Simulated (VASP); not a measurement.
Co: single point with PBE

The system is Co, a slab with vacuum.

```
Co
1.0
     2.49304    0.00000    0.00000
    -1.24652    2.15904    0.00000
     0.00000    0.00000   21.07390
Co
5
Cartesian
  0.0000 0.0000 6.5395
  0.0000 1.4394 8.5036
  0.0000 0.0000 10.5370
  0.0000 1.4394 12.5703
  0.0000 0.0000 14.5344
```

```yaml
Program: VASP 6.6.1
Task: single point
Functional: PBE
Potentials_or_basis: VASP PAW PBE potentials, release 64 (Co)
Cutoff: 520 eV
k_mesh: 15 × 15 × 1
Occupations: fermi-dirac, width 0.1 eV
Spin: collinear spin, ferromagnetic start
Starting_moments: "[1.7, 1.7, 1.7, 1.7, 1.7] μB"
Dipole_correction: yes
Further_INCAR_settings: ALGO = Normal; EDIFF = 1e-07; NBANDS = 34
```

| Quantity | Value |
| --- | --- |
| Largest force | 0.033 eV/Å |
| Net moment | 8.34 μB per cell |
| Site moments | Co +1.74, +1.66, +1.63 (each value once) μB |
| Valence electrons inside the program's atomic spheres | Co 8.13, 8.29, 8.26 (each value once) |

Forces on the atoms (eV/Å):
```
Co   0.000  0.000  0.033
Co   0.000  0.000 -0.006
Co   0.000  0.000  0.000
Co   0.000  0.000  0.006
Co   0.000  0.000 -0.033
```

Levels at points of the mesh, in eV from the Fermi level:
Spin up:
```csv
k point,band 24,band 25,band 26,band 27,band 28,band 29,band 30,band 31
"(0.00, 0.00, 0.00)",-1.15,-1.15,-0.95,-0.95,-0.88,-0.88,-0.53,0.20
```
Spin down:
```tsv
k point	band 15	band 16	band 17	band 18	band 19	band 20	band 21	band 22
(0.00, 0.00, 0.00)	-0.88	-0.75	-0.75	-0.63	-0.63	-0.17	0.03	0.03
```

It took 17 min on 1 thread of Oxide Virtual Turin-like Processor (shared host), peak memory 0.34 GiB.
